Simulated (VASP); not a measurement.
# In (Im-3m) in VASP: settings compared, part 2 of 2

VASP 6.6.1. The steps go on from the part before.

## 3. Single point, HSE06

This run uses another cell than the first one, of 26.41 Å³/atom.

Contents of POSCAR:

```
In
1.0
   -1.8760162627      1.8760162627      1.8760162627
    1.8760162627     -1.8760162627      1.8760162627
    1.8760162627      1.8760162627     -1.8760162627
In
1
Direct
    0.0000000000      0.0000000000      0.0000000000
```

Contents of INCAR.step1:

```
PREC = Accurate
ENCUT = 520
EDIFF = 1E-5
ISMEAR = -1
SIGMA = 0.05
LREAL = False
LASPH = True
NELM = 100
ALGO = Normal
ISIF = 2
LWAVE = True
LCHARG = False
NBANDS = 12
GGA = PE
```

Contents of INCAR.step2:

```
PREC = Accurate
ENCUT = 520
EDIFF = 1E-7
ISMEAR = -1
SIGMA = 0.05
LREAL = False
LASPH = True
NELM = 100
ALGO = Normal
ISIF = 2
LWAVE = False
LCHARG = False
GGA = PE
LHFCALC = True
HFSCREEN = 0.2079
PRECFOCK = Normal
NBANDS = 12
ISTART = 1
```

Contents of KPOINTS:

```
Automatic mesh
0
Gamma
  5 5 5
```

Potentials or basis: VASP PAW PBE potentials, release 64 (In_d).

Run with:

```bash
cat potpaw_PBE.64/In_d/POTCAR > POTCAR
cp INCAR.step1 INCAR
mpirun -np 1 vasp_std > vasp.out
cp INCAR.step2 INCAR
mpirun -np 1 vasp_std > vasp.out
```

OUTCAR:

```text
PREC = Accurate
   ENCUT = 520
   EDIFF = 1E-7
   ISMEAR = -1
   LREAL = False
   LASPH = True
   NELM = 100
   ISIF = 2
   GGA = PE
   LHFCALC = True
   HFSCREEN = 0.2079
   PRECFOCK = Normal
   ISTART = 1

 ion  position               nearest neighbor table
   1  0.000  0.000  0.000-

  LATTYP: Found a body centered cubic cell.
 ALAT       =     3.7520325254

  Lattice vectors:

 A1 = (  -1.8760162627,   1.8760162627,   1.8760162627)
 A2 = (   1.8760162627,  -1.8760162627,   1.8760162627)
 A3 = (   1.8760162627,   1.8760162627,  -1.8760162627)

Analysis of symmetry for initial positions (statically):
=====================================================================
 Subroutine PRICEL returns:
 Original cell was already a primitive cell.

 Routine SETGRP: Setting up the symmetry group for a
 body centered cubic supercell.

 Subroutine GETGRP returns: Found 48 space group operations
 (whereof 48 operations were pure point group operations)
 out of a pool of 48 trial point group operations.

The static configuration has the point symmetry O_h .

Analysis of symmetry for dynamics (positions and initial velocities):
=====================================================================
 Subroutine PRICEL returns:
 Original cell was already a primitive cell.

 Routine SETGRP: Setting up the symmetry group for a
 body centered cubic supercell.

 Subroutine GETGRP returns: Found 48 space group operations
 (whereof 48 operations were pure point group operations)
 out of a pool of 48 trial point group operations.

The dynamic configuration has the point symmetry O_h .

 Subroutine INISYM returns: Found 48 space group operations
 (whereof 48 operations are pure point group operations),
 and found     1 'primitive' translations

----------------------------------------------------------------------------------------

                                     Primitive cell

  volume of cell :      26.4101

  direct lattice vectors                    reciprocal lattice vectors
    -1.876016263  1.876016263  1.876016263     0.000000000  0.266522210  0.266522210
     1.876016263 -1.876016263  1.876016263     0.266522210  0.000000000  0.266522210
     1.876016263  1.876016263 -1.876016263     0.266522210  0.266522210  0.000000000

  length of vectors
     3.249355483  3.249355483  3.249355483     0.376919324  0.376919324  0.376919324

  position of ions in fractional coordinates (direct lattice)
     0.000000000  0.000000000  0.000000000

  ion indices of the primitive-cell ions
   primitive index   ion index
                 1           1

----------------------------------------------------------------------------------------

 KPOINTS: Automatic mesh

Automatic generation of k-mesh.
 Grid dimensions read from file:
 generate k-points for:    5    5    5

 Generating k-lattice:

[... 27 lines left out ...]
 -0.400000  0.400000  0.400000      6.000000
   k-points           NKPTS =     10   k-points in BZ     NKDIM =    125   number of bands    NBANDS=     12
   number of dos      NEDOS =    301   number of ions     NIONS =      1
   total plane-waves  NPLWV =  13824
   dimension x,y,z NGX =    24 NGY =   24 NGZ =   24
   dimension x,y,z NGXF=    48 NGYF=   48 NGZF=   48
   ions per type =               1
   NGX,Y,Z   is equivalent  to a cutoff of  12.28, 12.28, 12.28 a.u.
   NGXF,Y,Z  is equivalent  to a cutoff of  24.56, 24.56, 24.56 a.u.
 SYSTEM =  unknown system
   PREC   = accura    normal or accurate (medium, high low for compatibility)
   ISTART =      1    job   : 0-new  1-cont  2-samecut
   ICHARG =      0    charge: 1-file 2-atom 10-const
   ISPIN  =      1    spin polarized calculation?
   LNONCOLLINEAR =      F non collinear calculations
   LSORBIT =      F    spin-orbit coupling
   LASPH  =      T    aspherical Exc in radial PAW
   ENCUT  =  520.0 eV  38.22 Ry    6.18 a.u.   6.04  6.04  6.04*2*pi/ulx,y,z
   NELM   =    100;   NELMIN=  2; NELMDL=  0     # of ELM steps
   EDIFF  = 0.1E-06   stopping-criterion for ELM
   LREAL  =      F    real-space projection
   EDIFFG = 0.1E-05   stopping-criterion for IOM
   NSW    =      0    number of steps for IOM
   IBRION =     -1    ionic relax: 0-MD 1-quasi-New 2-CG
   NFREE  =      0    steps in history (QN), initial steepest desc. (CG)
   ISIF   =      2    stress and relaxation
   ISYM   =      3    0-nonsym 1-usesym 2-fastsym
   POTIM  = 0.5000    time-step for ionic-motion
   TEBEG  =    0.0;   TEEND  =   0.0 temperature during run
   PSTRESS=    0.0 pullay stress
   NELECT =      13.0000    total number of electrons
   NUPDOWN=      -1.0000    fix difference up-down
   EMIN   =  10.00;   EMAX   =-10.00  energy-range for DOS
   EFERMI =   0.00;   METHOD = LEGACY
   ISMEAR =    -1;   SIGMA  =   0.05  broadening in eV -4-tet -1-fermi 0-gaus
   EFERMI_NEDOS =   21; number of points for ismear=-14 and -15
   IALGO  =     38    algorithm
   IMIX   =      1    mixing-type and parameters
     AMIX     =   0.40;   BMIX     =  1.00
     AMIX_MAG =   1.60;   BMIX_MAG =  1.00
  volume/ion in A,a.u.               =      26.41       178.22
  Fermi-wavevector in a.u.,A,eV,Ry     =   1.292606  2.442670 22.733010  1.670829
  Thomas-Fermi vector in A             =   2.424303
   LORBIT       =      0    0 simple, 1 ext, 2 COOP (PROOUT), +10 PAW based schemes
   GGA     = PE    functional components
   LHFCALC =     T    Hartree Fock is set to
   PRECFOCK=normal    Normal, Fast or Accurate (Low or Medium for compatibility)
   ENCUT4O =  -1.0   cutoff for four orbital integrals eV
   NKREDX  =     1    reduce k-point grid by
   NKREDY  =     1    reduce k-point grid by
   NKREDZ  =     1    reduce k-point grid by
   AEXX    =    0.2500 exact exchange contribution
   HFSCREEN=    0.2079 screening length (either q_TF or 0.3 A-1)
   HFSCREENC=   0.2079 screening length for correlation (either q_TF or 0.3 A-1)
   ENCUTFOCK=  -1.0 apply spherical cutoff to Coloumb kernel
   IVDW    =     0    specifies the selected vdW correction
   LEPSILON=     F    determine dielectric tensor
   LRPA    =     F    only Hartree local field effects (RPA)
 non-spin polarized calculation
  energy-cutoff  :      520.00
  volume of cell :       26.41
 maximum number of plane-waves:       722
  NGX = 20; NGY = 20; NGZ = 20

 number of electron      12.9999999 magnetization

 Free energy of the ion-electron system (eV)
  ---------------------------------------------------
  ext. energy  EPLUGINS =         0.00000000
  ---------------------------------------------------
  free energy    TOTEN  =        -2.86632828 eV

  energy without entropy =       -2.85110114  energy(sigma->0) =       -2.85871471

 E-fermi :   7.3373     XC(G=0):  -8.4580

 val. band max:        6.8327810498   @ k =  -0.4000  -0.4000   0.2000
 cond. band min:       7.3578599097   @ k =  -0.4000   0.4000   0.2000
 fundamental gap:      0.5250788599
 Fermi energy:         7.3372717973

 k-point     1 :       0.0000    0.0000    0.0000
  band No.  band energies     occupation
      1      -9.3745      2.00000
      2      -9.3745      2.00000
      3      -9.3745      2.00000
      4      -9.0981      2.00000
      5      -9.0981      2.00000
      6      -3.3559      2.00000
      7      19.4273      0.00000
      8      19.4273      0.00000
      9      19.4273      0.00000
     10      21.1268      0.00000
     11      21.1268      0.00000
     12      21.1268      0.00000
[... 121 lines left out ...]
 k-point    10 :      -0.4000    0.4000    0.4000
  band No.  band energies     occupation
      1      -9.4435      2.00000
      2      -9.4100      2.00000
      3      -9.0240      2.00000
      4      -9.0240      2.00000
      5      -9.0052      2.00000
      6       4.9898      2.00000
      7       9.4105      0.00000
      8       9.4105      0.00000
      9      10.4301      0.00000
     10      13.2802      0.00000
     11      16.0594      0.00000
     12      26.9827      0.00000

------------------------ aborting loop because EDIFF is reached ----------------------------------------

  FORCE on cell =-STRESS in cart. coord.  units (eV):
  Direction    XX          YY          ZZ          XY          YZ          ZX
  --------------------------------------------------------------------------------------
  -------------------------------------------------------------------------------------
  Total       -0.0052367     -0.0052367     -0.0052367      0.0000000     -0.0000000      0.0000000
  in kB       -0.3176841     -0.3176841     -0.3176841      0.0000000     -0.0000000      0.0000000
  external PRESSURE =      -0.3176841 kB  Pullay stress =       0.0000000 kB

 VOLUME and BASIS-vectors are now :
 -----------------------------------------------------------------------------
  energy-cutoff  :      520.00
  volume of cell :       26.41
      direct lattice vectors                 reciprocal lattice vectors
    -1.876016263  1.876016263  1.876016263     0.000000000  0.266522210  0.266522210
     1.876016263 -1.876016263  1.876016263     0.266522210  0.000000000  0.266522210
     1.876016263  1.876016263 -1.876016263     0.266522210  0.266522210  0.000000000

 POSITION                                       TOTAL-FORCE (eV/Angst)
 -----------------------------------------------------------------------------------
      0.00000      0.00000      0.00000        -0.000000      0.000000     -0.000000
 -----------------------------------------------------------------------------------
    total drift:                               -0.000000      0.000000     -0.000000

  FREE ENERGIE OF THE ION-ELECTRON SYSTEM (eV)
  ---------------------------------------------------
  free  energy   TOTEN  =        -2.8663282753 eV

  energy  without entropy=       -2.8511011435  energy(sigma->0) =       -2.85871471
```

OUTCAR.step1:

```text
PREC = Accurate
   ENCUT = 520
   EDIFF = 1E-5
   ISMEAR = -1
   LREAL = False
[... 348 lines left out ...]

 POSITION                                       TOTAL-FORCE (eV/Angst)
 -----------------------------------------------------------------------------------
      0.00000      0.00000      0.00000        -0.000000     -0.000000      0.000000
 -----------------------------------------------------------------------------------
    total drift:                               -0.000000      0.000000      0.000000

  FREE ENERGIE OF THE ION-ELECTRON SYSTEM (eV)
  ---------------------------------------------------
  free  energy   TOTEN  =        -2.5200598232 eV

  energy  without entropy=       -2.5039232135  energy(sigma->0) =       -2.51199152
```

OSZICAR.step1:

```text
N       E                     dE             d eps       ncg     rms          rms(c)
DAV:   1     0.729541036159E+02    0.72954E+02   -0.61568E+03   244   0.138E+03
DAV:   2     0.752579314399E+00   -0.72202E+02   -0.70781E+02   244   0.278E+02
DAV:   3    -0.247360192267E+01   -0.32262E+01   -0.32203E+01   296   0.604E+01
DAV:   4    -0.254413647406E+01   -0.70535E-01   -0.70495E-01   312   0.909E+00
DAV:   5    -0.254849253044E+01   -0.43561E-02   -0.43560E-02   340   0.205E+00    0.224E+00
DAV:   6    -0.252491584367E+01    0.23577E-01   -0.36741E-02   304   0.393E+00    0.111E+00
DAV:   7    -0.252033606098E+01    0.45798E-02   -0.12084E-02   300   0.204E+00    0.250E-01
DAV:   8    -0.252005244577E+01    0.28362E-03   -0.92672E-04   308   0.505E-01    0.272E-02
DAV:   9    -0.252005982316E+01   -0.73774E-05   -0.13827E-05   220   0.609E-02
   1 F= -.25200598E+01 E0= -.25119915E+01  d E =-.161366E-01
```

Run time: 10 min. Hardware: 1 thread of AMD EPYC 7R43 (Zen 3), shared host; peak memory 0.21 GiB.

Results:

```
Free energy            : -2.8663 eV
Pressure               : 0.0 GPa
Band gap on the k mesh : zero (an odd number of electrons rules out a gap without spin polarisation)
```

Caveat: the k points lie up to 0.47 Å⁻¹ apart, too coarse for converged energies and pressures of a metal; the PAW data sets were made with another functional, which shifts forces and pressure a little; spin-orbit coupling is left out, which moves the levels of the heavy elements.

## 4. Single point, PBE-based screened hybrid with 25 % exact exchange

Contents of POSCAR:

```
In
1.0
   -1.8825252400      1.8825252400      1.8825252400
    1.8825252400     -1.8825252400      1.8825252400
    1.8825252400      1.8825252400     -1.8825252400
In
1
Direct
    0.0000000000      0.0000000000      0.0000000000
```

Contents of INCAR.step1:

```
SYSTEM = In
PREC = Accurate ; ENCUT = 520
EDIFF = 1E-5 ; ISMEAR = -1
SIGMA = 0.05 ; LREAL = .False.
LASPH = .True. ; NELM = 80
ALGO = Normal ; ISIF = 2
LWAVE = .True. ; LCHARG = .False.
GGA = PE ; NBANDS = 12
```

Contents of INCAR.step2:

```
SYSTEM = In
PREC = Accurate ; ENCUT = 520
EDIFF = 1E-6 ; ISMEAR = -1
SIGMA = 0.05 ; LREAL = .False.
LASPH = .True. ; NELM = 80
ALGO = Normal ; ISIF = 2
LWAVE = .False. ; LCHARG = .False.
GGA = PE ; LHFCALC = .True.
AEXX = 0.25 ; HFSCREEN = 0.3
PRECFOCK = Normal ; ISTART = 1
NBANDS = 12
```

Contents of KPOINTS:

```
Automatic mesh
0
Gamma
  5 5 5
  0 0 0
```

Run with:

```bash
cat potpaw_PBE.64/In_d/POTCAR > POTCAR
cp INCAR.step1 INCAR
mpirun -np 1 vasp_std > vasp.out
cp INCAR.step2 INCAR
mpirun -np 1 vasp_std > vasp.out
```

It took 8.5 min on 1 thread of AMD EPYC 7R43 (Zen 3), shared host; peak memory 0.2 GiB.

It converged, with:

```yaml
Free_energy: -2.7923 eV
Pressure: -0.4 GPa
Band_gap_on_the_k_mesh: zero (an odd number of electrons rules out a gap without spin polarisation)
```

Levels at points of the mesh, in eV from the Fermi level:
| k point | band 2 | band 3 | band 4 | band 5 | band 6 | band 7 | band 8 | band 9 | band 10 | band 11 |
| --- | --- | --- | --- | --- | --- | --- | --- | --- | --- | --- |
| (0.00, 0.00, 0.00) | -16.51 | -16.51 | -16.24 | -16.24 | -10.39 | 11.81 | 11.81 | 11.81 | 13.62 | 13.62 |

Caveat: the k points lie up to 0.47 Å⁻¹ apart, too coarse for converged energies and pressures of a metal; the PAW data sets were made with another functional, which shifts forces and pressure a little; spin-orbit coupling is left out, which moves the levels of the heavy elements.

## 5. Single point, PBE-based screened hybrid with 25 % exact exchange

This run uses another cell than the first one, of 26.60 Å³/atom.

Contents of POSCAR:

```
In
1.0
   -1.8805732835      1.8805732835      1.8805732835
    1.8805732835     -1.8805732835      1.8805732835
    1.8805732835      1.8805732835     -1.8805732835
In
1
Direct
    0.0000000000      0.0000000000      0.0000000000
```

Contents of INCAR.step1:

```
PREC     = Accurate       # precision mode
ENCUT    = 520            # plane-wave cutoff, eV
EDIFF    = 1E-5           # SCF threshold, eV
ISMEAR   = -1             # smearing method
SIGMA    = 0.05           # smearing width, eV
LREAL    = F              # projectors in reciprocal space
LASPH    = T              # aspherical terms in the spheres
NELM     = 100            # most SCF steps
ALGO     = Normal         # electronic algorithm
ISIF     = 2              # what is computed and relaxed
LWAVE    = T              # write WAVECAR
LCHARG   = F              # write CHGCAR
NBANDS   = 12             # bands
GGA      = PE             # functional
```

Contents of INCAR.step2:

```
PREC     = Accurate       # precision mode
ENCUT    = 520            # plane-wave cutoff, eV
EDIFF    = 1E-7           # SCF threshold, eV
ISMEAR   = -1             # smearing method
SIGMA    = 0.05           # smearing width, eV
LREAL    = F              # projectors in reciprocal space
LASPH    = T              # aspherical terms in the spheres
NELM     = 100            # most SCF steps
ALGO     = Normal         # electronic algorithm
ISIF     = 2              # what is computed and relaxed
LWAVE    = F              # write WAVECAR
LCHARG   = F              # write CHGCAR
GGA      = PE             # functional
LHFCALC  = T              # exact exchange
AEXX     = 0.25           # exact-exchange fraction
HFSCREEN = 0.3            # screening, 1/A
PRECFOCK = Normal       
NBANDS   = 12             # bands
ISTART   = 1
```

Contents of KPOINTS:

```
Automatic mesh
0
Gamma
  5 5 5
```

Run with:

```bash
cat potpaw_PBE.64/In_d/POTCAR > POTCAR
cp INCAR.step1 INCAR
mpirun -np 1 vasp_std > vasp.out
cp INCAR.step2 INCAR
mpirun -np 1 vasp_std > vasp.out
```

It took 10 min on 1 thread of AMD EPYC 7R43 (Zen 3), shared host; peak memory 0.21 GiB.

It converged, with:

| Item | Value |
| --- | --- |
| Free energy | -2.7923 eV |
| Pressure | -0.1 GPa |
| Band gap on the k mesh | zero (an odd number of electrons rules out a gap without spin polarisation) |

Levels at points of the mesh, in eV from the Fermi level:
| k point | band 2 | band 3 | band 4 | band 5 | band 6 | band 7 | band 8 | band 9 | band 10 | band 11 |
| --- | --- | --- | --- | --- | --- | --- | --- | --- | --- | --- |
| (0.00, 0.00, 0.00) | -16.52 | -16.52 | -16.25 | -16.25 | -10.41 | 11.84 | 11.84 | 11.84 | 13.63 | 13.63 |

Caveat: the k points lie up to 0.47 Å⁻¹ apart, too coarse for converged energies and pressures of a metal; the PAW data sets were made with another functional, which shifts forces and pressure a little; spin-orbit coupling is left out, which moves the levels of the heavy elements.

## 6. Single point, PBEsol-based screened hybrid with 25 % exact exchange

Contents of POSCAR:

```
In
1.0
   -1.8825252400      1.8825252400      1.8825252400
    1.8825252400     -1.8825252400      1.8825252400
    1.8825252400      1.8825252400     -1.8825252400
In
1
Direct
    0.0000000000      0.0000000000      0.0000000000
```

Contents of INCAR.step1:

```
  PREC = Accurate
  ENCUT = 520
  EDIFF = 1E-5
  ISMEAR = -1
  SIGMA = 0.05
  LREAL = False
  LASPH = True
  NELM = 100
  ALGO = Normal
  ISIF = 2
  LWAVE = True
  GGA = PE
  NBANDS = 12
```

Contents of INCAR.step2:

```
  PREC = Accurate
  ENCUT = 520
  EDIFF = 1E-7
  ISMEAR = -1
  SIGMA = 0.05
  LREAL = False
  LASPH = True
  NELM = 100
  ALGO = Normal
  ISIF = 2
  LWAVE = False
  LCHARG = True
  GGA = PS
  LHFCALC = True
  AEXX = 0.25
  HFSCREEN = 0.207
  PRECFOCK = Normal
  LELF = True
  LVHAR = True
  ISTART = 1
  NBANDS = 12
```

Contents of KPOINTS:

```
regular mesh
0
Gamma
  5 5 5
```

Potentials or basis: VASP PAW PBE potentials, release 64 (In_d).

Run with:

```bash
cat potpaw_PBE.64/In_d/POTCAR > POTCAR
cp INCAR.step1 INCAR
mpirun -np 1 vasp_std > vasp.out
cp INCAR.step2 INCAR
mpirun -np 1 vasp_std > vasp.out
```

Run time: 11 min. Hardware: 1 thread of AMD EPYC 7R43 (Zen 3), shared host; peak memory 0.21 GiB.

It converged, with:

```
Free energy            : -3.1521 eV
Pressure               : -2.4 GPa
Band gap on the k mesh : zero (an odd number of electrons rules out a gap without spin polarisation)
```

Levels at points of the mesh, in eV from the Fermi level:
| k point | band 2 | band 3 | band 4 | band 5 | band 6 | band 7 | band 8 | band 9 | band 10 | band 11 |
| --- | --- | --- | --- | --- | --- | --- | --- | --- | --- | --- |
| (0.00, 0.00, 0.00) | -16.62 | -16.62 | -16.35 | -16.35 | -10.61 | 11.93 | 11.93 | 11.93 | 13.80 | 13.80 |

Caveat: the k points lie up to 0.47 Å⁻¹ apart, too coarse for converged energies and pressures of a metal; the PAW data sets were made with another functional, which shifts forces and pressure a little; spin-orbit coupling is left out, which moves the levels of the heavy elements.

## 7. Overview

| level | cell | screening parameter | gap on the mesh (eV) | pressure (GPa) |
| --- | --- | --- | --- | --- |
| HSE06 | a = 3.261 Å, angles 109.5°, 1 atom | 0.2079 1/Å | none | -0.4 |
| HSE06 | a = 3.249 Å, angles 109.5°, 1 atom | 0.2079 1/Å | none | 0.0 |
| PBE-based screened hybrid with 25 % exact exchange | a = 3.261 Å, angles 109.5°, 1 atom | 0.3 1/Å | none | -0.4 |
| PBE-based screened hybrid with 25 % exact exchange | a = 3.257 Å, angles 109.5°, 1 atom | 0.3 1/Å | none | -0.1 |
| PBEsol-based screened hybrid with 25 % exact exchange | a = 3.261 Å, angles 109.5°, 1 atom | 0.207 1/Å | none | -2.4 |

Alike in all rows: task single point; potentials or basis VASP PAW PBE potentials, release 64 (In_d); no spin polarisation; k mesh 5 × 5 × 5; cutoff (eV) 520; smearing fermi-dirac 0.05 eV.

Caveats: all runs use coarse meshes; the PAW data sets were made with another functional, which shifts forces and pressure a little; spin-orbit coupling is left out, which moves the levels of the heavy elements.

Total energies depend on the potentials used, so only differences within one code and one set of settings carry meaning.
